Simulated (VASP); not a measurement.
Li, 1 atom in the cell. The structure is cubic, space group Fm-3m (No. 225). The conventional cell has a = 4.490 Å, b = 4.490 Å, c = 4.490 Å, α = 90.00°, β = 90.00°, γ = 90.00°. Within 4.2 Å of Li (site symmetry m-3m) lie 12 Li at 3.18 Å. This isn't the form of Li at room conditions, which is bcc.

* Program: VASP 6.6.1
* Task: electric field gradients
* Functional: PBEsol
* Potentials or basis: VASP PAW PBE potentials, release 64 (Li_sv)
* Cutoff: 650 eV
* k mesh: 13 × 13 × 13
* Occupations: fermi-dirac, width 0.08 eV
* Spin: no spin polarisation
* Dipole correction: no
* Further INCAR settings: ALGO = Normal; EDIFF = 1e-08; NBANDS = 8

Potentials or basis: VASP PAW PBE potentials, release 64 (Li_sv).

The run is started by

```bash
$ cat potpaw_PBE.64/Li_sv/POTCAR > POTCAR
$ mpirun -np 1 vasp_std > vasp.out
```

Hardware: 1 thread of AMD EPYC 9R45 96-Core Processor (Zen 5) (shared host).

How long does it take, and how much memory?

It took 8.3 s on 1 thread of AMD EPYC 9R45 96-Core Processor (Zen 5) (shared host), peak memory 0.12 GiB. Counts: scf iterations 13, k points 84.
